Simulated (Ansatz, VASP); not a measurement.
**Sr2C: VASP beside Ansatz**

Contents of POSCAR:

```
Sr2C
1.0
    0.0000000000      3.3601424432      3.3601424432
    3.3601424432      0.0000000000      3.3601424432
    3.3601424432      3.3601424432      0.0000000000
C Sr
1 2
Direct
    0.0000000000      0.0000000000      0.0000000000
    0.2500000000      0.2500000000      0.2500000000
    0.7500000000      0.7500000000      0.7500000000
```

File INCAR.step1:

```
PREC = Accurate
ENCUT = 520
EDIFF = 1E-5
ISMEAR = -1
SIGMA = 0.02
LREAL = False
LASPH = True
NELM = 80
ALGO = Normal
ISIF = 2
LWAVE = True
GGA = PE
NBANDS = 19
```

File INCAR.step2:

```
PREC = Accurate
ENCUT = 520
EDIFF = 1E-6
ISMEAR = -1
SIGMA = 0.02
LREAL = False
LASPH = True
NELM = 80
ALGO = Normal
ISIF = 2
LWAVE = False
LCHARG = True
GGA = PE
LHFCALC = True
HFSCREEN = 0.2079
PRECFOCK = Normal
LELF = True
LVHAR = True
ISTART = 1
NBANDS = 19
```

KPOINTS

```
regular mesh
0
Gamma
  4 4 4
```

Input for Ansatz:

```yaml
crystal:
  lattice:
    - [0.0, 3.3601424432, 3.3601424432]
    - [3.3601424432, 0.0, 3.3601424432]
    - [3.3601424432, 3.3601424432, 0.0]
  atoms:
    - { symbol: C, position: [0.0, 0.0, 0.0] }
    - { symbol: Sr, position: [0.25, 0.25, 0.25] }
    - { symbol: Sr, position: [0.75, 0.75, 0.75] }
kpoints:
  mp_grid: { grid: [4, 4, 4] }
  band_path:
    path:
      - [0.0, 0.0, 0.0]
      - [0.5, 0.0, 0.5]
      - [0.625, 0.25, 0.625]
      - [0.375, 0.375, 0.75]
      - [0.5, 0.5, 0.5]
      - [0.5, 0.25, 0.75]
      - [0.0, 0.5, 0.5]
    npoints: 1
hamiltonian:
  xc: hse06
scf:
  occupations: { method: fermi_dirac, width: 0.02 }
  n_extra_bands: 4
output:
  forces: true
  stress: true
  eigenvalues: true
```

Alike in both runs: task single point; functional HSE06; k mesh 4 × 4 × 4; occupations fermi-dirac, width 0.02 eV; no spin polarisation.

|  | VASP | Ansatz |
| --- | --- | --- |
| version | VASP 6.6.1 | Ansatz 0.2.0 |
| potentials or method | VASP PAW PBE potentials, release 64 (C, Sr_sv) | plane waves, PAW |
| plane-wave cutoff (eV) | 520 | 420 |
| valence electrons in the cell | 24 | 24 |

|  | VASP | Ansatz | Ansatz less VASP |
| --- | --- | --- | --- |
| pressure (GPa) | 0.4 | 0.2 | -0.22 |

The functional is the same, so the differences come from potentials, cutoffs and numerics. Ansatz's warnings: stress exchange threshold loose, stress scf threshold loose.
